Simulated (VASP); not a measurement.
InP: relaxation of the atoms with PBE

Crystal: InP.

```xyz
2
Lattice="0.0000 2.9919 2.9919 2.9919 0.0000 2.9919 2.9919 2.9919 0.0000" Properties=species:S:1:pos:R:3 pbc="T T T"
In    0.0000    0.0000    0.0000
P     1.4960    1.4960    1.4960
```

This cell differs from its parent crystal: volume scaled by 1.06.

```
Program                : VASP 6.6.1
Task                   : relaxation of the atoms
Functional             : PBE
Potentials or basis    : VASP PAW PBE potentials, release 64 (In_d, P)
Cutoff                 : 520 eV
k mesh                 : 13 × 13 × 13
Occupations            : fermi-dirac, width 0.02 eV
Spin                   : no spin polarisation
Dipole correction      : no
Further INCAR settings : ALGO = Normal; EDIFF = 1e-06; IBRION = 2; EDIFFG = -0.02; NSW = 80
```

```yaml
Pressure_after_relaxing: -0.8 GPa
Band_gap_on_the_k_mesh: 0.37 eV, direct
```

Final structure:
```yaml
crystal:
  lattice:
    - [0.00000, 2.99190, 2.99190]
    - [2.99190, 0.00000, 2.99190]
    - [2.99190, 2.99190, 0.00000]
  atoms:
    - { symbol: In, position: [0.00000, 0.00000, 0.00000] }
    - { symbol: P, position: [0.25000, 0.25000, 0.25000] }
```

Levels at points of the mesh, in eV from the valence-band top:
```tsv
k point	band 5	band 6	band 7	band 8	band 9	band 10	band 11	band 12	band 13
(0.00, 0.00, 0.00)	-13.95	-11.11	0.00	0.00	0.00	0.37	4.09	4.09	4.09
```

Wall time 50 s on 1 thread of Oxide Virtual Turin-like Processor, with other jobs on the host, peak memory 0.18 GiB.

Caveat: the relaxation stopped at its first step, so nothing moved; spin-orbit coupling is left out, which moves the levels of the heavy elements.
